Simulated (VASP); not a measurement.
Mg: single point with PBE

Crystal: Mg.

```xyz
1
Lattice="3.0982 0.0000 0.0000 -1.5491 2.6831 0.0000 0.0000 0.0000 3.1267" Properties=species:S:1:pos:R:3 pbc="T T T"
Mg    0.0000    0.0000    0.0000
```

| Quantity | Value |
| --- | --- |
| Program | VASP 6.6.1 |
| Task | single point |
| Functional | PBE |
| Potentials or basis | VASP PAW PBE potentials, release 64 (Mg) |
| Cutoff | 520 eV |
| k mesh | 14 × 14 × 13 |
| Occupations | fermi-dirac, width 0.08 eV |
| Spin | no spin polarisation |
| Dipole correction | no |
| Further INCAR settings | ALGO = Normal; EDIFF = 1e-06; NBANDS = 7 |

```json
{
  "Pressure": "-0.4 GPa",
  "Band gap on the k mesh": "zero (band 1 reaches 4.34 eV, above the bottom of band 2 at 0.08 eV)"
}
```

Levels at points of the mesh, in eV from the Fermi level:
```tsv
k point	band 1	band 2	band 3	band 4
(0.00, 0.00, 0.00)	-6.41	7.68	8.15	12.31
(0.50, 0.00, 0.00)	-1.46	-1.12	8.08	8.37
```

Run time: 29 s on 1 thread of AMD EPYC 7R13 (shared host), peak memory 0.13 GiB.
